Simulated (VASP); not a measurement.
# ZnCu2SnSe4 (I-4) in VASP: single point with r2SCAN

Aim: the single point of ZnCu2SnSe4 with r2SCAN.

Program: VASP 6.6.1. These are calculated values, not measurements. Logs are shortened: lines on timing, memory, paths and dates and some standing lists are left out, and cuts for length are marked.

## 1. The cell of the first run

Symmetry: I-4, No. 82, tetragonal system. The conventional cell has a = 5.642 Å, b = 5.642 Å, c = 11.269 Å, α = 90.00°, β = 90.00°, γ = 90.00°. Within 3.2 Å of Cu (site symmetry -4) lie 4 Se at 2.39 Å. Cu (site symmetry -4) has 4 Se at 2.39 Å within 3.2 Å. Zn (site symmetry -4) has 4 Se at 2.44 Å within 3.2 Å. Within 3.4 Å of Sn (site symmetry -4) lie 4 Se at 2.56 Å. Se (site symmetry 1) has 2 Cu at 2.39 Å and 1 Zn at 2.44 Å and 1 Sn at 2.56 Å within 3.2 Å.

## 2. Single point, r2SCAN (22.42 Å³/atom)

The input, POSCAR:

```
ZnCu2SnSe4
1.0
   -2.8209156218      2.8209156218      5.6342602233
    2.8209156218     -2.8209156218      5.6342602233
    2.8209156218      2.8209156218     -5.6342602233
Cu Zn Sn Se
2 1 1 4
Direct
    0.0000000000      0.0000000000      0.0000000000
    0.7500000000      0.2500000000      0.5000000000
    0.2500000000      0.7500000000      0.5000000000
    0.5000000000      0.5000000000      0.0000000000
    0.1033254123      0.6291550772      0.9923444390
    0.3708449228      0.3631893618      0.4741703351
    0.6368106382      0.1109809733      0.0076555610
    0.8890190267      0.8966745877      0.5258296649
```

The input, INCAR.step1:

```
PREC     = Accurate       # precision mode
ENCUT    = 520            # plane-wave cutoff, eV
ISMEAR   = -1             # smearing method
SIGMA    = 0.02           # smearing width, eV
LREAL    = False          # projectors in reciprocal space
LASPH    = True           # aspherical terms in the spheres
NELM     = 60             # most SCF steps
NBANDS   = 46             # bands
GGA      = PE             # functional
ALGO     = Normal         # electronic algorithm
EDIFF    = 1E-4           # SCF threshold, eV
LWAVE    = True           # write WAVECAR
LCHARG   = False          # write CHGCAR
```

The input, INCAR.step2:

```
PREC     = Accurate       # precision mode
ENCUT    = 520            # plane-wave cutoff, eV
EDIFF    = 1E-7           # SCF threshold, eV
ISMEAR   = -1             # smearing method
SIGMA    = 0.02           # smearing width, eV
LREAL    = False          # projectors in reciprocal space
LASPH    = True           # aspherical terms in the spheres
NELM     = 60             # most SCF steps
ALGO     = Normal         # electronic algorithm
ISIF     = 2              # what is computed and relaxed
LWAVE    = False          # write WAVECAR
LCHARG   = False          # write CHGCAR
METAGGA  = R2SCAN         # meta-GGA
LMIXTAU  = True         
NBANDS   = 46             # bands
ISTART   = 1
```

The input, KPOINTS:

```
regular mesh
0
Gamma
  6 6 6
```

Potentials or basis: VASP PAW PBE potentials, release 64 (Cu, Zn, Sn_d, Se).

Run with:

```sh
$ cat potpaw_PBE.64/Cu/POTCAR potpaw_PBE.64/Zn/POTCAR potpaw_PBE.64/Sn_d/POTCAR potpaw_PBE.64/Se/POTCAR > POTCAR
$ cp INCAR.step1 INCAR
$ mpirun -np 1 vasp_std > vasp.out
$ cp INCAR.step2 INCAR
$ mpirun -np 1 vasp_std > vasp.out
```

OUTCAR:

```text
PREC = Accurate
   ENCUT = 520
   EDIFF = 1E-7
   ISMEAR = -1
   LREAL = False
   LASPH = True
   NELM = 60
   ISIF = 2
   METAGGA = R2SCAN
   ISTART = 1

 ion  position               nearest neighbor table
   1  0.000  0.000  0.000-   8 2.39   5 2.39   7 2.39   6 2.39
   2  0.750  0.250  0.500-   6 2.39   5 2.39   7 2.39   8 2.39
   3  0.250  0.750  0.500-   6 2.44   7 2.44   5 2.44   8 2.44
   4  0.500  0.500  0.000-   8 2.56   5 2.56   7 2.56   6 2.56
   5  0.103  0.629  0.992-   2 2.39   1 2.39   3 2.44   4 2.56
   6  0.371  0.363  0.474-   2 2.39   1 2.39   3 2.44   4 2.56
   7  0.637  0.111  0.008-   2 2.39   1 2.39   3 2.44   4 2.56
   8  0.889  0.897  0.526-   2 2.39   1 2.39   3 2.44   4 2.56

  LATTYP: Found a body centered tetragonal cell.
 ALAT       =     5.6418312436
 C/A-ratio  =     1.9973161125

  Lattice vectors:

 A1 = (  -2.8209156218,   2.8209156218,   5.6342602233)
 A2 = (   2.8209156218,  -2.8209156218,   5.6342602233)
 A3 = (   2.8209156218,   2.8209156218,  -5.6342602233)

Analysis of symmetry for initial positions (statically):
=====================================================================
 Subroutine PRICEL returns:
 Original cell was already a primitive cell.

 Routine SETGRP: Setting up the symmetry group for a
 body centered tetragonal supercell.

 Subroutine GETGRP returns: Found  4 space group operations
 (whereof  4 operations were pure point group operations)
 out of a pool of 16 trial point group operations.

The static configuration has the point symmetry S_4 .

Analysis of symmetry for dynamics (positions and initial velocities):
=====================================================================
 Subroutine PRICEL returns:
 Original cell was already a primitive cell.

 Routine SETGRP: Setting up the symmetry group for a
 body centered tetragonal supercell.

 Subroutine GETGRP returns: Found  4 space group operations
 (whereof  4 operations were pure point group operations)
 out of a pool of 16 trial point group operations.

The dynamic configuration has the point symmetry S_4 .

 Subroutine INISYM returns: Found  4 space group operations
 (whereof  4 operations are pure point group operations),
 and found     1 'primitive' translations

----------------------------------------------------------------------------------------

                                     Primitive cell

  volume of cell :     179.3400

  direct lattice vectors                    reciprocal lattice vectors
    -2.820915622  2.820915622  5.634260223     0.000000000  0.177247414  0.088742795
     2.820915622 -2.820915622  5.634260223     0.177247414  0.000000000  0.088742795
     2.820915622  2.820915622 -5.634260223     0.177247414  0.177247414  0.000000000

  length of vectors
     6.903623552  6.903623552  6.903623552     0.198221920  0.198221920  0.250665697

  position of ions in fractional coordinates (direct lattice)
     0.000000000  0.000000000  0.000000000
     0.750000000  0.250000000  0.500000000
     0.250000000  0.750000000  0.500000000
     0.500000000  0.500000000  0.000000000
     0.103325412  0.629155077  0.992344439
     0.370844923  0.363189362  0.474170335
     0.636810638  0.110980973  0.007655561
     0.889019027  0.896674588  0.525829665

  ion indices of the primitive-cell ions
   primitive index   ion index
                 1           1
                 2           2
                 3           3
                 4           4
                 5           5
                 6           6
                 7           7
                 8           8

----------------------------------------------------------------------------------------

 KPOINTS: regular mesh

Automatic generation of k-mesh.
 Grid dimensions read from file:
 generate k-points for:    6    6    6

 Generating k-lattice:

  Cartesian coordinates                     Fractional coordinates (reciprocal lattice)
     0.000000000  0.029541236  0.014790466     0.166666667  0.000000000  0.000000000
     0.029541236  0.000000000  0.014790466     0.000000000  0.166666667  0.000000000
     0.029541236  0.029541236  0.000000000     0.000000000  0.000000000  0.166666667

  Length of vectors
     0.033036987  0.033036987  0.041777616

  Shift w.r.t. Gamma in fractional coordinates (k-lattice)
     0.000000000  0.000000000  0.000000000

 Subroutine IBZKPT returns following result:
 ===========================================

 Found     36 irreducible k-points:

 Following reciprocal coordinates:
            Coordinates               Weight
  0.000000  0.000000  0.000000      1.000000
  0.166667  0.000000  0.000000      8.000000
  0.333333  0.000000  0.000000      8.000000
  0.500000  0.000000 -0.000000      4.000000
  0.166667  0.166667  0.000000      8.000000
  0.333333  0.166667  0.000000      8.000000
[... 16 lines left out ...]
  0.333333 -0.333333  0.166667      4.000000
 -0.166667  0.333333  0.166667      8.000000
 [... further k-points ...]
   k-points           NKPTS =     36   k-points in BZ     NKDIM =     36   number of bands    NBANDS=     46
   number of dos      NEDOS =    301   number of ions     NIONS =      8
   total plane-waves  NPLWV = 157464
   dimension x,y,z NGX =    54 NGY =   54 NGZ =   54
   dimension x,y,z NGXF=   108 NGYF=  108 NGZF=  108
   ions per type =               2   1   1   4
   NGX,Y,Z   is equivalent  to a cutoff of  13.00, 13.00, 13.00 a.u.
   NGXF,Y,Z  is equivalent  to a cutoff of  26.01, 26.01, 26.01 a.u.
 SYSTEM =  unknown system
   PREC   = accura    normal or accurate (medium, high low for compatibility)
   ISTART =      1    job   : 0-new  1-cont  2-samecut
   ICHARG =      0    charge: 1-file 2-atom 10-const
   ISPIN  =      1    spin polarized calculation?
   LNONCOLLINEAR =      F non collinear calculations
   LSORBIT =      F    spin-orbit coupling
   LASPH  =      T    aspherical Exc in radial PAW
   ENCUT  =  520.0 eV  38.22 Ry    6.18 a.u.  12.84 12.84 12.84*2*pi/ulx,y,z
   NELM   =     60;   NELMIN=  2; NELMDL=  0     # of ELM steps
   EDIFF  = 0.1E-06   stopping-criterion for ELM
   LREAL  =      F    real-space projection
   EDIFFG = 0.1E-05   stopping-criterion for IOM
   NSW    =      0    number of steps for IOM
   IBRION =     -1    ionic relax: 0-MD 1-quasi-New 2-CG
   NFREE  =      0    steps in history (QN), initial steepest desc. (CG)
   ISIF   =      2    stress and relaxation
   ISYM   =      2    0-nonsym 1-usesym 2-fastsym
   POTIM  = 0.5000    time-step for ionic-motion
   TEBEG  =    0.0;   TEEND  =   0.0 temperature during run
   PSTRESS=    0.0 pullay stress
   NELECT =      72.0000    total number of electrons
   NUPDOWN=      -1.0000    fix difference up-down
   EMIN   =  10.00;   EMAX   =-10.00  energy-range for DOS
   EFERMI =   0.00;   METHOD = LEGACY
   ISMEAR =    -1;   SIGMA  =   0.02  broadening in eV -4-tet -1-fermi 0-gaus
   EFERMI_NEDOS =   21; number of points for ismear=-14 and -15
   IALGO  =     38    algorithm
   IMIX   =      4    mixing-type and parameters
     AMIX     =   0.40;   BMIX     =  1.00
     AMIX_MAG =   1.60;   BMIX_MAG =  1.00
  volume/ion in A,a.u.               =      22.42       151.28
  Fermi-wavevector in a.u.,A,eV,Ry     =   1.207703  2.282227 19.844714  1.458545
  Thomas-Fermi vector in A             =   2.343332
   LORBIT       =      0    0 simple, 1 ext, 2 COOP (PROOUT), +10 PAW based schemes
   METAGGA = R2SCAN    functional components
   LHFCALC =     F    Hartree Fock is set to
   AEXX    =    0.0000 exact exchange contribution
   IVDW    =     0    specifies the selected vdW correction
   LEPSILON=     F    determine dielectric tensor
   LRPA    =     F    only Hartree local field effects (RPA)
 non-spin polarized calculation
  energy-cutoff  :      520.00
  volume of cell :      179.34
 maximum number of plane-waves:      4877
 NGX is ok and might be reduce to    54
   NGX = 25   NGY = 25   NGZ = 25

 number of electron      72.0000025 magnetization

 Free energy of the ion-electron system (eV)
  ---------------------------------------------------
  ext. energy  EPLUGINS =         0.00000000
  ---------------------------------------------------
  free energy    TOTEN  =      -116.33085436 eV

  energy without entropy =     -116.33082774  energy(sigma->0) =     -116.33084105

 E-fermi :   4.1726     XC(G=0): -10.1924

 val. band max:        4.0802853158   @ k =   0.0000   0.0000   0.0000
 cond. band min:       4.2601103839   @ k =   0.0000   0.0000   0.0000
 fundamental gap:      0.1798250681
 Fermi energy:         4.1726472772

 k-point     1 :       0.0000    0.0000    0.0000
  band No.  band energies     occupation
      1     -18.9976      2.00000
      2     -18.9935      2.00000
      3     -18.9934      2.00000
      4     -18.9167      2.00000
      5     -18.9119      2.00000
      6     -11.0854      2.00000
[... 38 lines left out ...]
     45       9.4553      0.00000
     46      10.0869      0.00000

 k-point     2 :       0.1667    0.0000    0.0000
  band No.  band energies     occupation
      1     -18.9977      2.00000
      2     -18.9935      2.00000
      3     -18.9934      2.00000
      4     -18.9166      2.00000
      5     -18.9118      2.00000
      6     -10.9969      2.00000
[... 38 lines left out ...]
     45       9.5618      0.00000
     46      10.0504      0.00000

 k-point     3 :       0.3333    0.0000    0.0000
  band No.  band energies     occupation
      1     -18.9979      2.00000
      2     -18.9937      2.00000
      3     -18.9934      2.00000
      4     -18.9164      2.00000
      5     -18.9117      2.00000
      6     -10.7546      2.00000
[... 38 lines left out ...]
     45       9.8929      0.00000
     46      10.4217      0.00000

 k-point     4 :       0.5000    0.0000   -0.0000
  band No.  band energies     occupation
      1     -18.9979      2.00000
      2     -18.9938      2.00000
      3     -18.9934      2.00000
      4     -18.9163      2.00000
      5     -18.9117      2.00000
      6     -10.5091      2.00000
[... 920 lines left out ...]
     45       9.9705      0.00000
     46      10.2820      0.00000

 k-point    23 :       0.3333   -0.3333    0.1667
  band No.  band energies     occupation
      1     -18.9981      2.00000
      2     -18.9938      2.00000
      3     -18.9935      2.00000
      4     -18.9162      2.00000
      5     -18.9116      2.00000
      6     -10.4979      2.00000
[... 38 lines left out ...]
     45      10.1821      0.00000
     46      10.4389      0.00000

 k-point    24 :      -0.1667    0.3333    0.1667
  band No.  band energies     occupation
      1     -18.9979      2.00000
      2     -18.9938      2.00000
      3     -18.9934      2.00000
      4     -18.9163      2.00000
      5     -18.9117      2.00000
      6     -10.5310      2.00000
[... 38 lines left out ...]
     45      10.1749      0.00000
     46      10.4484      0.00000

 [... further k-points ...]

------------------------ aborting loop because EDIFF is reached ----------------------------------------

  FORCE on cell =-STRESS in cart. coord.  units (eV):
  Direction    XX          YY          ZZ          XY          YZ          ZX
  --------------------------------------------------------------------------------------
  -------------------------------------------------------------------------------------
  Total        2.4687460      2.4687460      2.4626945     -0.0000123      0.0000000      0.0000000
  in kB       22.0551446     22.0551446     22.0010818     -0.0001098      0.0000000      0.0000000
  external PRESSURE =      22.0371237 kB  Pullay stress =       0.0000000 kB

 VOLUME and BASIS-vectors are now :
 -----------------------------------------------------------------------------
  energy-cutoff  :      520.00
  volume of cell :      179.34
      direct lattice vectors                 reciprocal lattice vectors
    -2.820915622  2.820915622  5.634260223     0.000000000  0.177247414  0.088742795
     2.820915622 -2.820915622  5.634260223     0.177247414  0.000000000  0.088742795
     2.820915622  2.820915622 -5.634260223     0.177247414  0.177247414  0.000000000

 POSITION                                       TOTAL-FORCE (eV/Angst)
 -----------------------------------------------------------------------------------
      0.00000      0.00000      0.00000         0.000000     -0.000000      0.000000
      0.00000      2.82092      2.81713         0.000000     -0.000000      0.000000
      2.82092      0.00000      2.81713         0.000000     -0.000000      0.000000
      0.00000      0.00000      5.63426         0.000000     -0.000000      0.000000
      4.28264      1.31600     -1.46414         0.031560     -0.039466     -0.026368
      1.31600      1.35919      1.46414        -0.039466     -0.031560      0.026368
     -1.46173      1.50492      4.17012        -0.031560      0.039466     -0.026368
      1.50492      1.46173      7.09840         0.039466      0.031560      0.026368
 -----------------------------------------------------------------------------------
    total drift:                                0.000569      0.000571     -0.000036

  FREE ENERGIE OF THE ION-ELECTRON SYSTEM (eV)
  ---------------------------------------------------
  free  energy   TOTEN  =      -116.3308543565 eV

  energy  without entropy=     -116.3308277427  energy(sigma->0) =     -116.33084105
```

Wall time 18 min (1 thread of Intel Xeon 6975P-C (Granite Rapids), shared host); peak memory 0.63 GiB.

Results:

```
Free energy            : -116.3309 eV
Pressure               : 2.2 GPa
Largest force          : 0.057 eV/Å
Band gap on the k mesh : 0.18 eV
```

Forces on the atoms (eV/Å):
```
Cu   0.000  0.000  0.000
Cu   0.000  0.000  0.000
Zn   0.000  0.000  0.000
Sn   0.000  0.000  0.000
Se   0.032 -0.039 -0.026
Se  -0.039 -0.032  0.026
Se  -0.032  0.039 -0.026
Se   0.039  0.032  0.026
```

Levels at points of the mesh, in eV from the valence-band top:
| k point | band 33 | band 34 | band 35 | band 36 | band 37 | band 38 | band 39 | band 40 |
| --- | --- | --- | --- | --- | --- | --- | --- | --- |
| (0.00, 0.00, 0.00) | -1.63 | -0.04 | -0.04 | 0.00 | 0.18 | 1.90 | 2.67 | 3.72 |
| (0.50, 0.00, 0.00) | -1.32 | -1.26 | -1.17 | -0.61 | 1.68 | 3.08 | 3.26 | 4.21 |
| (0.50, 0.50, 0.00) | -0.93 | -0.81 | -0.60 | -0.45 | 0.51 | 2.23 | 2.99 | 4.01 |
| (0.50, 0.50, 0.50) | -1.23 | -1.23 | -0.98 | -0.98 | 1.15 | 1.95 | 1.95 | 2.26 |

Caveat: semilocal functionals underestimate gaps, and a narrow one can read as zero; the PAW data sets were made with another functional, which shifts forces and pressure a little; spin-orbit coupling is left out, which moves the levels of the heavy elements.
